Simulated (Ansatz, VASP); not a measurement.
**Si: VASP beside Ansatz**

```
Si
1.0
    -1.65132    1.65132    1.28072
     1.65132   -1.65132    1.28072
     1.65132    1.65132   -1.28072
Si
1
Direct
  0.00000 0.00000 0.00000
```

Change from the starting cell: strain +0.015 along x and y, -0.030 along z, atoms carried along.

Alike in both runs: task single point; functional LDA; k mesh 22 × 22 × 22; occupations gaussian, width 0.15 eV; no spin polarisation.

|  | VASP | Ansatz |
| --- | --- | --- |
| version | VASP 6.6.1 | Ansatz 0.2.0 |
| potentials or method | VASP PAW LDA potentials, release 64 (Si), cutoff 520 eV | scalar-relativistic, plane waves, PAW |
| valence electrons in the cell | 4 | 4 |

VASP gave:

```
gap on the k mesh at the Fermi level (eV)                     : none
pressure (GPa)                                                : 0.2
traceless stress, the component that is largest in VASP (GPa) : 1.31
```

What did Ansatz give for the same quantities?

gap on the k mesh at the Fermi level (eV): none; pressure (GPa): 0.2; traceless stress, the component that is largest in VASP (GPa): 1.34.

LDA's correlation is that of Perdew and Zunger in VASP and of Perdew and Wang (1992) in Ansatz. A gap of «none» marks a metal or a gap that the smearing closes.
